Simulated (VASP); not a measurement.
Write the native input for VASP 6.6.1 that does the following.

```yaml
Task: single point
Functional: PBEsol
Potentials_or_basis: VASP PAW PBE potentials, release 64 (In_d, Sb)
Cutoff: 500 eV
k_mesh: 5 × 5 × 5
Occupations: fermi-dirac, width 0.1 eV
Spin: no spin polarisation
Dipole_correction: no
Further_INCAR_settings: ALGO = Normal; EDIFF = 1e-06; NBANDS = 16
```

The structure of InSb lies in POSCAR:

```
InSb
1.0
    0.0000000000      3.0235282980      3.0235282980
    3.0235282980      0.0000000000      3.0235282980
    3.0235282980      3.0235282980      0.0000000000
In Sb
1 1
Direct
    0.0000000000      0.0000000000      0.0000000000
    0.5000000000      0.5000000000      0.5000000000
```

One way to write it, as run:

INCAR

```
SYSTEM = InSb
PREC = Accurate
ENCUT = 500
EDIFF = 1E-6
ISMEAR = -1
SIGMA = 0.1
LREAL = .False.
LASPH = .True.
NELM = 120
ALGO = Normal
ISIF = 2
LWAVE = .False.
LCHARG = .False.
GGA = PS
NBANDS = 16
GGA_COMPAT = .False.
```

KPOINTS

```
regular mesh
0
Gamma
  5 5 5
  0 0 0
```

Potentials or basis: VASP PAW PBE potentials, release 64 (In_d, Sb).

Launch:

```console
$ cat potpaw_PBE.64/In_d/POTCAR potpaw_PBE.64/Sb/POTCAR > POTCAR
$ mpirun -np 1 vasp_std > vasp.out
```

Results of the run:

```json
{"Pressure": "0.0 GPa", "Band gap on the k mesh": "zero (band 9 reaches 7.57 eV, above the bottom of band 10 at 4.92 eV)"}
```

Caveat: the PAW data sets were made with another functional, which shifts forces and pressure a little; spin-orbit coupling is left out, which moves the levels of the heavy elements.

It took 16 s on 1 thread of AMD EPYC 7R13, with other jobs on the host, peak memory 0.15 GiB.
